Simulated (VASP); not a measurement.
Wanted: the native input for a VASP 6.6.1 run.

* Task: single point
* Functional: PBEsol
* Potentials or basis: VASP PAW PBE potentials, release 64 (Sb, Ga_d)
* Cutoff: 520 eV
* k mesh: 10 × 10 × 10
* Occupations: fermi-dirac, width 0.05 eV
* Spin: no spin polarisation
* Dipole correction: no
* Further INCAR settings: ALGO = Normal; EDIFF = 1e-06; NBANDS = 16

The structure of GaSb lies in POSCAR:

```
GaSb
1.0
   -1.5662052804      2.6927187679      2.9124745717
    1.5662052804     -2.6927187679      2.9124745717
    1.5662052804      2.6927187679     -2.9124745717
Sb Ga
1 1
Direct
    0.5000000000      0.5000000000      0.0000000000
    0.0000000000      0.0000000000      0.0000000000
```

The input as run:

INCAR

```
SYSTEM = GaSb
PREC = Accurate
ENCUT = 520
EDIFF = 1E-6
ISMEAR = -1
SIGMA = 0.05
LREAL = .FALSE.
LASPH = .TRUE.
NELM = 60
ALGO = Normal
ISIF = 2
LWAVE = .FALSE.
LCHARG = .FALSE.
GGA = PS
NBANDS = 16
```

KPOINTS

```
Automatic mesh
0
G
  10 10 10
  0 0 0
```

Potentials or basis: VASP PAW PBE potentials, release 64 (Sb, Ga_d).

Command:

```console
$ cat potpaw_PBE.64/Sb/POTCAR potpaw_PBE.64/Ga_d/POTCAR > POTCAR
$ mpirun -np 1 vasp_std > vasp.out
```

Results of the run:

```
Pressure               : -4.1 GPa
Band gap on the k mesh : zero (band 9 reaches 8.07 eV, above the bottom of band 10 at 3.73 eV)
```

Caveat: the PAW data sets were made with another functional, which shifts forces and pressure a little; spin-orbit coupling is left out, which moves the levels of the heavy elements.

Wall time 60 s on 1 thread of Intel(R) Xeon(R) Platinum 8488C (Sapphire Rapids), on a shared host, peak memory 0.27 GiB.
